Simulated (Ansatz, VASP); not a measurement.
# BeS in VASP and in Ansatz

```
Be S
1.0
     0.00000    2.38953    2.31409
     2.31409    0.00000    2.31409
     2.31409    2.38953    0.00000
Be S
1 1
Cartesian
  0.0000 0.0000 0.0000
  3.4711 3.5843 3.4711
```

Alike in both runs: task single point; functional PBEsol; k mesh 10 × 10 × 10; occupations gaussian, width 0.05 eV; no spin polarisation.

```csv
,VASP,Ansatz
version,VASP 6.6.1,Ansatz 0.2.0
potentials or method,"VASP PAW PBE potentials, release 64 (Be, S), cutoff 520 eV","scalar-relativistic, plane waves, PAW"
valence electrons in the cell,8,8
```

Ansatz gave:

```
gap on the k mesh at the Fermi level (eV)                     : 2.49
least direct gap on the mesh (eV)                             : 5.43
pressure (GPa)                                                : 11.8
traceless stress, the component that is largest in VASP (GPa) : -2.28
```

Task: What did VASP give for the same quantities?

Result: gap on the k mesh at the Fermi level (eV): 2.50; least direct gap on the mesh (eV): 5.46; pressure (GPa): 12.0; traceless stress, the component that is largest in VASP (GPa): -2.27.

VASP's potentials were made for PBE, not for PBEsol. With one functional, cell and mesh, what is left measures potentials, basis and numerics.
